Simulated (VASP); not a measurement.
A run of VASP 6.6.1 is set up as follows.

File INCAR:

```
SYSTEM = Cu
  ALGO = Normal
  EDIFF = 1E-6
  EDIFFG = -0.05
  ENCUT = 600
  GGA = PS
  IBRION = 2
  ISIF = 3
  ISMEAR = 0
  LASPH = .True.
  LCHARG = .False.
  LREAL = .False.
  LWAVE = .False.
  NELM = 80
  NSW = 80
  PREC = Accurate
  SIGMA = 0.1
```

Contents of KPOINTS:

```
k-points
0
Gamma
  10 10 10
  0 0 0
```

The input POSCAR:

```
Cu
1.0
   -1.5131282789      1.5131282789      1.5131282789
    1.5131282789     -1.5131282789      1.5131282789
    1.5131282789      1.5131282789     -1.5131282789
Cu
1
Direct
    0.0000000000      0.0000000000      0.0000000000
```

Potentials or basis: VASP PAW PBE potentials, release 64 (Cu).

Command:

```sh
$ cat potpaw_PBE.64/Cu/POTCAR > POTCAR
$ mpirun -np 1 vasp_std > vasp.out
```

Predict the relaxed volume.

11.40 Å³/atom.

Estimate the space group after relaxing (to 0.05 Å).

Im-3m (No. 229).

What does it give for the relaxed cell?

a = 2.455 Å, b = 2.455 Å, c = 2.455 Å, α = 109.47°, β = 109.47°, γ = 109.47°.

The path:
| step | energy change (eV) | largest force (eV/Å) | pressure (GPa) | volume (Å³) |
| --- | --- | --- | --- | --- |
| 1 | 0.0000 | 0.0000 | -19.23 | 13.86 |
| 2 | -0.1624 | 0.0000 | 10.30 | 10.78 |
| 3 | -0.1811 | 0.0000 | -0.05 | 11.40 |

Caveat: the volume moved by over 15 % at a fixed basis, so the end points are rough; the PAW data sets were made with another functional, which shifts forces and pressure a little.
